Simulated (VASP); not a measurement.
# RbBr (P4mm) in VASP: further runs, part 2 of 2

VASP 6.6.1.

## (4) Single point, PBE (all Rb atoms moved +0.037 Å, as atom 1 along Cartesian [0 1 0])

File INCAR:

```
PREC = Accurate ; ENCUT = 520
EDIFF = 1E-6 ; ISMEAR = 0
SIGMA = 0.05 ; LREAL = False
LASPH = True ; NELM = 100
ALGO = Normal ; ISIF = 2
LWAVE = False ; LCHARG = True
GGA = PE ; LELF = True
LVHAR = True ; NBANDS = 15
```

File KPOINTS:

```
Automatic mesh
0
Gamma
  6 6 6
```

File POSCAR:

```
RbBr
1.0
    4.1260773000      0.0000000000      0.0000000000
    0.0000000000      4.1260773000      0.0000000000
    0.0000000000      0.0000000000      4.1260773000
Rb Br
1 1
Direct
    0.0000000000      0.0090885355      0.0000000000
    0.5000000000      0.5000000000      0.5000000000
```

Potentials or basis: VASP PAW PBE potentials, release 64 (Rb_sv, Br).

On the command line:

```console
> cat potpaw_PBE.64/Rb_sv/POTCAR potpaw_PBE.64/Br/POTCAR > POTCAR
> mpirun -np 1 vasp_std > vasp.out
```

OUTCAR:

```text
PREC = Accurate
   ENCUT = 520
   EDIFF = 1E-6
   ISMEAR = 0
   LREAL = False
   LASPH = True
   NELM = 100
   ISIF = 2
   GGA = PE

 ion  position               nearest neighbor table
   1  0.000  0.009  0.000-   2 3.55   2 3.55   2 3.55   2 3.55   2 3.60   2 3.60   2 3.60   2 3.60

   2  0.500  0.500  0.500-   1 3.55   1 3.55   1 3.55   1 3.55   1 3.60   1 3.60   1 3.60   1 3.60

  LATTYP: Found a simple cubic cell.
 ALAT       =     4.1260773000

  Lattice vectors:

 A1 = (   4.1260773000,   0.0000000000,   0.0000000000)
 A2 = (   0.0000000000,   4.1260773000,   0.0000000000)
 A3 = (   0.0000000000,   0.0000000000,   4.1260773000)

Analysis of symmetry for initial positions (statically):
=====================================================================
 Subroutine PRICEL returns:
 Original cell was already a primitive cell.

 Routine SETGRP: Setting up the symmetry group for a
 simple cubic supercell.

 Subroutine GETGRP returns: Found  8 space group operations
 (whereof  8 operations were pure point group operations)
 out of a pool of 48 trial point group operations.

The static configuration has the point symmetry C_4v.

Analysis of symmetry for dynamics (positions and initial velocities):
=====================================================================
 Subroutine PRICEL returns:
 Original cell was already a primitive cell.

 Routine SETGRP: Setting up the symmetry group for a
 simple cubic supercell.

 Subroutine GETGRP returns: Found  8 space group operations
 (whereof  8 operations were pure point group operations)
 out of a pool of 48 trial point group operations.

The dynamic configuration has the point symmetry C_4v.

 Subroutine INISYM returns: Found  8 space group operations
 (whereof  8 operations are pure point group operations),
 and found     1 'primitive' translations

----------------------------------------------------------------------------------------

                                     Primitive cell

  volume of cell :      70.2445
[... 114 lines left out ...]
   GGA     = PE    functional components
   LHFCALC =     F    Hartree Fock is set to
   AEXX    =    0.0000 exact exchange contribution
   IVDW    =     0    specifies the selected vdW correction
   LEPSILON=     F    determine dielectric tensor
   LRPA    =     F    only Hartree local field effects (RPA)
 non-spin polarized calculation
 Gauss-broadening in eV      SIGMA  =   0.05
  energy-cutoff  :      520.00
  volume of cell :       70.24
 maximum number of plane-waves:      1924
 NGX is ok and might be reduce to    32
   NGX = 15   NGY = 15   NGZ = 15

 number of electron      16.0000002 magnetization

 Free energy of the ion-electron system (eV)
  ---------------------------------------------------
  ext. energy  EPLUGINS =         0.00000000
  ---------------------------------------------------
  free energy    TOTEN  =        -5.99517206 eV

  energy without entropy =       -5.99517206  energy(sigma->0) =       -5.99517206

 E-fermi :  -0.3764     XC(G=0):  -7.9289

 val. band max:       -0.6653675073   @ k =   0.5000   0.0000   0.5000
 cond. band min:       3.4157231166   @ k =   0.0000   0.0000   0.0000
 fundamental gap:      4.0810906239
 Fermi energy:        -0.3763726060

 k-point     1 :       0.0000    0.0000    0.0000
  band No.  band energies     occupation
      1     -25.7674      2.00000
      2     -13.2834      2.00000
      3      -9.7509      2.00000
      4      -9.7509      2.00000
      5      -9.7507      2.00000
      6      -0.8194      2.00000
      7      -0.8189      2.00000
      8      -0.8189      2.00000
      9       3.4157      0.00000
     10       4.9142      0.00000
     11       4.9176      0.00000
     12       9.2638      0.00000
     13       9.2663      0.00000
     14       9.2663      0.00000
[... 401 lines left out ...]
      2     -13.2137      2.00000
      3      -9.9106      2.00000
      4      -9.7875      2.00000
      5      -9.7701      2.00000
      6      -1.8647      2.00000
      7      -1.1871      2.00000
      8      -1.0956      2.00000
      9       5.8212      0.00000
     10       6.2822      0.00000
     11       6.8706      0.00000
     12       8.0741      0.00000
     13       8.1505      0.00000
     14       8.4371      0.00000
     15      10.8749      0.00000

 [... further k-points ...]
[... 5 lines left out ...]
  --------------------------------------------------------------------------------------
  -------------------------------------------------------------------------------------
  Total        0.3659104      0.3645154      0.3659104      0.0000000      0.0000000      0.0000000
  in kB        8.3459008      8.3140835      8.3459008      0.0000000      0.0000000      0.0000000
  external PRESSURE =       8.3352950 kB  Pullay stress =       0.0000000 kB

 VOLUME and BASIS-vectors are now :
 -----------------------------------------------------------------------------
  energy-cutoff  :      520.00
  volume of cell :       70.24
      direct lattice vectors                 reciprocal lattice vectors
     4.126077300  0.000000000  0.000000000     0.242360947  0.000000000  0.000000000
     0.000000000  4.126077300  0.000000000     0.000000000  0.242360947  0.000000000
     0.000000000  0.000000000  4.126077300     0.000000000  0.000000000  0.242360947

 POSITION                                       TOTAL-FORCE (eV/Angst)
 -----------------------------------------------------------------------------------
      0.00000      0.03750      0.00000         0.000000     -0.030863      0.000000
      2.06304      2.06304      2.06304        -0.000000      0.030863     -0.000000
 -----------------------------------------------------------------------------------
    total drift:                                0.000000      0.000032     -0.000000

  FREE ENERGIE OF THE ION-ELECTRON SYSTEM (eV)
  ---------------------------------------------------
  free  energy   TOTEN  =        -5.9951720561 eV

  energy  without entropy=       -5.9951720561  energy(sigma->0) =       -5.99517206
```

stdout:

```text
POSCAR found type information on POSCAR RbBr
 POSCAR found :  2 types and       2 ions
 scaLAPACK will be used
 LDA part: xc-table for (Slater+PW92), standard interpolation
 POSCAR, INCAR and KPOINTS ok, starting setup
 FFT: planning ... GRIDC
 FFT: planning ... GRID_SOFT
 FFT: planning ... GRID
 WAVECAR not read
 entering main loop
```

Run time: 22 s. Hardware: 1 thread of Intel Xeon Platinum 8488C (Sapphire Rapids), shared host; peak memory 0.19 GiB.

What came out:

- Free energy: -5.9952 eV
- Pressure: 0.8 GPa
- Largest force: 0.031 eV/Å
- Band gap on the k mesh: 4.08 eV, indirect (least direct gap 4.23 eV)

Forces in eV/Å, atoms in the order of the input:
```
Rb   0.000 -0.031  0.000
Br   0.000  0.031  0.000
```

Caveat: the cell differs from its parent crystal (all Rb atoms moved +0.037 Å, as atom 1 along Cartesian [0 1 0]). A k mesh can miss the band edges.
